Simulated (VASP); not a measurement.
# SnSe (zincblende type) (F-43m) in VASP: a series of runs

SnSe (zincblende type) is run at these levels: PBE; tasks: single point.

Program: VASP 6.6.1. These are calculated values, not measurements. Logs are shortened: lines on timing, memory, paths and dates and some standing lists are left out, and cuts for length are marked.

## (1) The cell of the first run

Symmetry: F-43m, No. 216, cubic system. Conventional cell: a = 5.553 Å, b = 5.553 Å, c = 5.553 Å, α = 90.00°, β = 90.00°, γ = 90.00°. Sn (site symmetry -43m) has 4 Se at 2.40 Å within 3.2 Å. Se (site symmetry -43m) has 4 Sn at 2.40 Å within 3.2 Å.

## (2) Single point, PBE (volume scaled by 0.55)

Input file INCAR:

```
  ALGO = Normal
  EDIFF = 1E-6
  ENCUT = 500
  GGA = PE
  GGA_COMPAT = False
  ISIF = 2
  ISMEAR = -1
  LASPH = True
  LCHARG = False
  LREAL = False
  LWAVE = False
  NBANDS = 17
  NELM = 120
  PREC = Accurate
  SIGMA = 0.05
```

Input file KPOINTS:

```
k-points
0
Gamma
  11 11 11
```

Input file POSCAR:

```
SnSe
1.0
    0.0000000000      2.7766551830      2.7766551830
    2.7766551830      0.0000000000      2.7766551830
    2.7766551830      2.7766551830      0.0000000000
Sn Se
1 1
Direct
    0.0000000000      0.0000000000      0.0000000000
    0.2500000000      0.2500000000      0.2500000000
```

Potentials or basis: VASP PAW PBE potentials, release 64 (Sn_d, Se).

The run is started by

```bash
> cat potpaw_PBE.64/Sn_d/POTCAR potpaw_PBE.64/Se/POTCAR > POTCAR
> mpirun -np 1 vasp_std > vasp.out
```

OUTCAR:

```text
EDIFF = 1E-6
   ENCUT = 500
   GGA = PE
   ISIF = 2
   ISMEAR = -1
   LASPH = True
   LREAL = False
   NELM = 120
   PREC = Accurate

 ion  position               nearest neighbor table
   1  0.000  0.000  0.000-   2 2.40   2 2.40   2 2.40   2 2.40
   2  0.250  0.250  0.250-   1 2.40   1 2.40   1 2.40   1 2.40

  LATTYP: Found a face centered cubic cell.
 ALAT       =     5.5533103660

  Lattice vectors:

 A1 = (   0.0000000000,   2.7766551830,   2.7766551830)
 A2 = (   2.7766551830,   0.0000000000,   2.7766551830)
 A3 = (   2.7766551830,   2.7766551830,   0.0000000000)

Analysis of symmetry for initial positions (statically):
=====================================================================
 Subroutine PRICEL returns:
 Original cell was already a primitive cell.

 Routine SETGRP: Setting up the symmetry group for a
 face centered cubic supercell.

 Subroutine GETGRP returns: Found 24 space group operations
 (whereof 24 operations were pure point group operations)
 out of a pool of 48 trial point group operations.

The static configuration has the point symmetry T_d .

Analysis of symmetry for dynamics (positions and initial velocities):
=====================================================================
 Subroutine PRICEL returns:
 Original cell was already a primitive cell.

 Routine SETGRP: Setting up the symmetry group for a
 face centered cubic supercell.

 Subroutine GETGRP returns: Found 24 space group operations
 (whereof 24 operations were pure point group operations)
 out of a pool of 48 trial point group operations.

The dynamic configuration has the point symmetry T_d .

 Subroutine INISYM returns: Found 24 space group operations
 (whereof 24 operations are pure point group operations),
 and found     1 'primitive' translations

----------------------------------------------------------------------------------------

                                     Primitive cell

  volume of cell :      42.8150

  direct lattice vectors                    reciprocal lattice vectors
     0.000000000  2.776655183  2.776655183    -0.180072774  0.180072774  0.180072774
     2.776655183  0.000000000  2.776655183     0.180072774 -0.180072774  0.180072774
     2.776655183  2.776655183  0.000000000     0.180072774  0.180072774 -0.180072774

  length of vectors
     3.926783418  3.926783418  3.926783418     0.311895193  0.311895193  0.311895193

  position of ions in fractional coordinates (direct lattice)
     0.000000000  0.000000000  0.000000000
     0.250000000  0.250000000  0.250000000

  ion indices of the primitive-cell ions
   primitive index   ion index
                 1           1
                 2           2

----------------------------------------------------------------------------------------

 KPOINTS: k-points

Automatic generation of k-mesh.
 Grid dimensions read from file:
 generate k-points for:   11   11   11

 Generating k-lattice:

  Cartesian coordinates                     Fractional coordinates (reciprocal lattice)
    -0.016370252  0.016370252  0.016370252     0.090909091  0.000000000  0.000000000
     0.016370252 -0.016370252  0.016370252     0.000000000  0.090909091  0.000000000
     0.016370252  0.016370252 -0.016370252     0.000000000  0.000000000  0.090909091

  Length of vectors
     0.028354108  0.028354108  0.028354108

  Shift w.r.t. Gamma in fractional coordinates (k-lattice)
     0.000000000  0.000000000  0.000000000

 Subroutine IBZKPT returns following result:
 ===========================================

 Found     56 irreducible k-points:

 Following reciprocal coordinates:
            Coordinates               Weight
  0.000000  0.000000  0.000000      1.000000
  0.090909  0.000000  0.000000      8.000000
  0.181818  0.000000  0.000000      8.000000
  0.272727  0.000000  0.000000      8.000000
  0.363636  0.000000  0.000000      8.000000
  0.454545  0.000000  0.000000      8.000000
[... 16 lines left out ...]
 -0.272727  0.181818  0.000000     24.000000
 -0.181818  0.181818  0.000000     12.000000
 [... further k-points ...]
   k-points           NKPTS =     56   k-points in BZ     NKDIM =     56   number of bands    NBANDS=     17
   number of dos      NEDOS =    301   number of ions     NIONS =      2
   total plane-waves  NPLWV =  27000
   dimension x,y,z NGX =    30 NGY =   30 NGZ =   30
   dimension x,y,z NGXF=    60 NGYF=   60 NGZF=   60
   ions per type =               1   1
   NGX,Y,Z   is equivalent  to a cutoff of  12.70, 12.70, 12.70 a.u.
   NGXF,Y,Z  is equivalent  to a cutoff of  25.40, 25.40, 25.40 a.u.
 SYSTEM =  unknown system
   PREC   = accura    normal or accurate (medium, high low for compatibility)
   ISTART =      0    job   : 0-new  1-cont  2-samecut
   ICHARG =      2    charge: 1-file 2-atom 10-const
   ISPIN  =      1    spin polarized calculation?
   LNONCOLLINEAR =      F non collinear calculations
   LSORBIT =      F    spin-orbit coupling
   LASPH  =      T    aspherical Exc in radial PAW
   ENCUT  =  500.0 eV  36.75 Ry    6.06 a.u.   7.16  7.16  7.16*2*pi/ulx,y,z
   NELM   =    120;   NELMIN=  2; NELMDL= -5     # of ELM steps
   EDIFF  = 0.1E-05   stopping-criterion for ELM
   LREAL  =      F    real-space projection
[... 7 lines left out ...]
   TEBEG  =    0.0;   TEEND  =   0.0 temperature during run
   PSTRESS=    0.0 pullay stress
   NELECT =      20.0000    total number of electrons
   NUPDOWN=      -1.0000    fix difference up-down
   EMIN   =  10.00;   EMAX   =-10.00  energy-range for DOS
   EFERMI =   0.00;   METHOD = LEGACY
   ISMEAR =    -1;   SIGMA  =   0.05  broadening in eV -4-tet -1-fermi 0-gaus
   EFERMI_NEDOS =   21; number of points for ismear=-14 and -15
   IALGO  =     38    algorithm
   IMIX   =      4    mixing-type and parameters
     AMIX     =   0.40;   BMIX     =  1.00
     AMIX_MAG =   1.60;   BMIX_MAG =  1.00
  volume/ion in A,a.u.               =      21.41       144.46
  Fermi-wavevector in a.u.,A,eV,Ry     =   1.270241  2.400408 21.953175  1.613513
  Thomas-Fermi vector in A             =   2.403239
   LORBIT       =      0    0 simple, 1 ext, 2 COOP (PROOUT), +10 PAW based schemes
   GGA     = PE    functional components
   LHFCALC =     F    Hartree Fock is set to
   AEXX    =    0.0000 exact exchange contribution
   IVDW    =     0    specifies the selected vdW correction
   LEPSILON=     F    determine dielectric tensor
   LRPA    =     F    only Hartree local field effects (RPA)
 non-spin polarized calculation
  energy-cutoff  :      500.00
  volume of cell :       42.81
 maximum number of plane-waves:      1105
 NGX is ok and might be reduce to    30
   NGX = 15   NGY = 15   NGZ = 15

 number of electron      20.0000003 magnetization

 Free energy of the ion-electron system (eV)
  ---------------------------------------------------
  ext. energy  EPLUGINS =         0.00000000
  ---------------------------------------------------
  free energy    TOTEN  =        -4.16911484 eV

  energy without entropy =       -4.16018638  energy(sigma->0) =       -4.16465061

 E-fermi :   9.2802     XC(G=0): -10.5886

 val. band max:        9.2732605064   @ k =  -0.2727   0.2727   0.0909
 cond. band min:       9.6679601793   @ k =   0.2727   0.1818   0.0909
 fundamental gap:      0.3946996729
 Fermi energy:         9.2801587530

 k-point     1 :       0.0000    0.0000    0.0000
  band No.  band energies     occupation
      1     -13.4470      2.00000
      2     -13.4470      2.00000
      3     -13.4470      2.00000
      4     -13.2921      2.00000
      5     -13.2921      2.00000
      6      -8.4415      2.00000
[... 9 lines left out ...]
     16      17.0140      0.00000
     17      18.1916      0.00000

 k-point     2 :       0.0909    0.0000    0.0000
  band No.  band energies     occupation
      1     -13.4539      2.00000
      2     -13.4437      2.00000
      3     -13.4437      2.00000
      4     -13.2921      2.00000
      5     -13.2921      2.00000
      6      -8.3450      2.00000
[... 9 lines left out ...]
     16      16.3549      0.00000
     17      17.7711      0.00000

 k-point     3 :       0.1818    0.0000    0.0000
  band No.  band energies     occupation
      1     -13.4723      2.00000
      2     -13.4353      2.00000
      3     -13.4353      2.00000
      4     -13.2919      2.00000
      5     -13.2919      2.00000
      6      -8.0667      2.00000
[... 9 lines left out ...]
     16      16.1795      0.00000
     17      18.0177      0.00000

 k-point     4 :       0.2727    0.0000    0.0000
  band No.  band energies     occupation
      1     -13.4961      2.00000
      2     -13.4252      2.00000
      3     -13.4252      2.00000
      4     -13.2905      2.00000
      5     -13.2905      2.00000
      6      -7.6458      2.00000
[... 9 lines left out ...]
     16      15.8900      0.00000
     17      19.9107      0.00000

 k-point     5 :       0.3636    0.0000    0.0000
  band No.  band energies     occupation
      1     -13.5176      2.00000
      2     -13.4172      2.00000
      3     -13.4172      2.00000
      4     -13.2880      2.00000
      5     -13.2880      2.00000
      6      -7.1726      2.00000
[... 9 lines left out ...]
     16      16.7211      0.00000
     17      21.2024      0.00000

 k-point     6 :       0.4545    0.0000    0.0000
  band No.  band energies     occupation
      1     -13.5302      2.00000
      2     -13.4130      2.00000
      3     -13.4130      2.00000
      4     -13.2859      2.00000
      5     -13.2859      2.00000
      6      -6.8268      2.00000
[... 9 lines left out ...]
     16      17.9564      0.00000
     17      20.0826      0.00000

 k-point     7 :       0.0909    0.0909    0.0000
  band No.  band energies     occupation
      1     -13.4599      2.00000
      2     -13.4406      2.00000
      3     -13.4406      2.00000
      4     -13.2943      2.00000
      5     -13.2902      2.00000
      6      -8.3129      2.00000
[... 9 lines left out ...]
     16      17.1116      0.00000
     17      18.4986      0.00000

 k-point     8 :       0.1818    0.0909    0.0000
  band No.  band energies     occupation
      1     -13.4758      2.00000
      2     -13.4336      2.00000
      3     -13.4322      2.00000
      4     -13.2963      2.00000
      5     -13.2884      2.00000
      6      -8.0949      2.00000
[... 9 lines left out ...]
     16      16.7462      0.00000
     17      18.2512      0.00000
[... 203 lines left out ...]
      1     -13.5302      2.00000
      2     -13.4074      2.00000
      3     -13.4032      2.00000
      4     -13.3044      2.00000
      5     -13.2805      2.00000
      6      -7.1985      2.00000
[... 9 lines left out ...]
     16      18.0312      0.00000
     17      20.7309      0.00000

 k-point    20 :       0.4545    0.1818    0.0000
  band No.  band energies     occupation
      1     -13.5414      2.00000
      2     -13.4044      2.00000
      3     -13.3980      2.00000
      4     -13.3011      2.00000
      5     -13.2807      2.00000
      6      -6.7763      2.00000
[... 9 lines left out ...]
     16      18.6441      0.00000
     17      19.8233      0.00000

 k-point    21 :      -0.4545    0.1818    0.0000
  band No.  band energies     occupation
      1     -13.5442      2.00000
      2     -13.4041      2.00000
      3     -13.3977      2.00000
      4     -13.2958      2.00000
      5     -13.2840      2.00000
      6      -6.5521      2.00000
[... 9 lines left out ...]
     16      18.1418      0.00000
     17      20.1116      0.00000

 k-point    22 :      -0.3636    0.1818    0.0000
  band No.  band energies     occupation
      1     -13.5380      2.00000
      2     -13.4058      2.00000
      3     -13.4021      2.00000
      4     -13.2909      2.00000
      5     -13.2894      2.00000
      6      -6.6783      2.00000
[... 9 lines left out ...]
     16      18.1855      0.00000
     17      20.4219      0.00000

 k-point    23 :      -0.2727    0.1818    0.0000
  band No.  band energies     occupation
      1     -13.5241      2.00000
      2     -13.4109      2.00000
      3     -13.4097      2.00000
      4     -13.2942      2.00000
      5     -13.2879      2.00000
      6      -7.0633      2.00000
[... 9 lines left out ...]
     16      18.9496      0.00000
     17      19.3607      0.00000

 k-point    24 :      -0.1818    0.1818    0.0000
  band No.  band energies     occupation
      1     -13.5056      2.00000
      2     -13.4219      2.00000
      3     -13.4162      2.00000
      4     -13.2960      2.00000
      5     -13.2873      2.00000
      6      -7.5032      2.00000
[... 9 lines left out ...]
     16      18.1638      0.00000
     17      19.2302      0.00000

 [... further k-points ...]
[... 5 lines left out ...]
  --------------------------------------------------------------------------------------
  -------------------------------------------------------------------------------------
  Total       14.3840385     14.3840385     14.3840385      0.0000000      0.0000000      0.0000000
  in kB      538.2642959    538.2642959    538.2642959      0.0000000      0.0000000      0.0000000
  external PRESSURE =     538.2642959 kB  Pullay stress =       0.0000000 kB

 VOLUME and BASIS-vectors are now :
 -----------------------------------------------------------------------------
  energy-cutoff  :      500.00
  volume of cell :       42.81
      direct lattice vectors                 reciprocal lattice vectors
     0.000000000  2.776655183  2.776655183    -0.180072774  0.180072774  0.180072774
     2.776655183  0.000000000  2.776655183     0.180072774 -0.180072774  0.180072774
     2.776655183  2.776655183  0.000000000     0.180072774  0.180072774 -0.180072774

 POSITION                                       TOTAL-FORCE (eV/Angst)
 -----------------------------------------------------------------------------------
      0.00000      0.00000      0.00000        -0.000000      0.000000     -0.000000
      1.38833      1.38833      1.38833         0.000000     -0.000000      0.000000
 -----------------------------------------------------------------------------------
    total drift:                                0.000001      0.000001      0.000001

  FREE ENERGIE OF THE ION-ELECTRON SYSTEM (eV)
  ---------------------------------------------------
  free  energy   TOTEN  =        -4.1691148357 eV

  energy  without entropy=       -4.1601863757  energy(sigma->0) =       -4.16465061
```

Wall time 34 s (1 thread of AMD EPYC 9R45 (Zen 5), shared host); peak memory 0.16 GiB.

Results:

| Item | Value |
| --- | --- |
| Free energy | -4.1691 eV |
| Pressure | 53.8 GPa |
| Band gap on the k mesh | zero (band 10 reaches 10.06 eV, above the bottom of band 11 at 8.36 eV) |

Levels at points of the mesh, in eV from the Fermi level:
| k point | band 8 | band 9 | band 10 | band 11 | band 12 | band 13 |
| --- | --- | --- | --- | --- | --- | --- |
| (0.00, 0.00, 0.00) | -3.99 | -3.99 | -3.38 | 1.05 | 1.05 | 1.05 |

Caveat: spin-orbit coupling is left out, which moves the levels of the heavy elements.

## (3) Single point, PBE (volume scaled by 0.55)

Input file INCAR:

```
SYSTEM = SnSe
PREC     = Accurate       ! precision mode
ENCUT    = 500            ! plane-wave cutoff, eV
EDIFF    = 1E-6           ! SCF threshold, eV
ISMEAR   = -1             ! smearing method
SIGMA    = 0.05           ! smearing width, eV
LREAL    = .FALSE.        ! projectors in reciprocal space
LASPH    = .TRUE.         ! aspherical terms in the spheres
NELM     = 120            ! most SCF steps
ALGO     = Normal         ! electronic algorithm
ISIF     = 2              ! what is computed and relaxed
LWAVE    = .FALSE.        ! write WAVECAR
LCHARG   = .FALSE.        ! write CHGCAR
GGA      = PE             ! functional
NBANDS   = 17             ! bands
GGA_COMPAT= .FALSE.
```

Input file KPOINTS:

```
regular mesh
0
G
  11 11 11
  0 0 0
```

POSCAR is that of step 2.

Potentials or basis: VASP PAW PBE potentials, release 64 (Sn_d, Se).

The run is started by

```bash
> cat potpaw_PBE.64/Sn_d/POTCAR potpaw_PBE.64/Se/POTCAR > POTCAR
> mpirun -np 1 vasp_std > vasp.out
```

Wall time 29 s (1 thread of AMD EPYC 9R45 (Zen 5), shared host); peak memory 0.16 GiB.

Results (log left out):

```
Free energy            : -4.1691 eV
Pressure               : 53.8 GPa
Band gap on the k mesh : zero (band 10 reaches 10.06 eV, above the bottom of band 11 at 8.36 eV)
```

Levels at points of the mesh, in eV from the Fermi level:
```csv
k point,band 6,band 7,band 8,band 9,band 10,band 11,band 12,band 13,band 14,band 15
"(0.00, 0.00, 0.00)",-17.72,-3.99,-3.99,-3.99,-3.38,1.05,1.05,1.05,5.80,7.73
```

Caveat: spin-orbit coupling is left out, which moves the levels of the heavy elements.
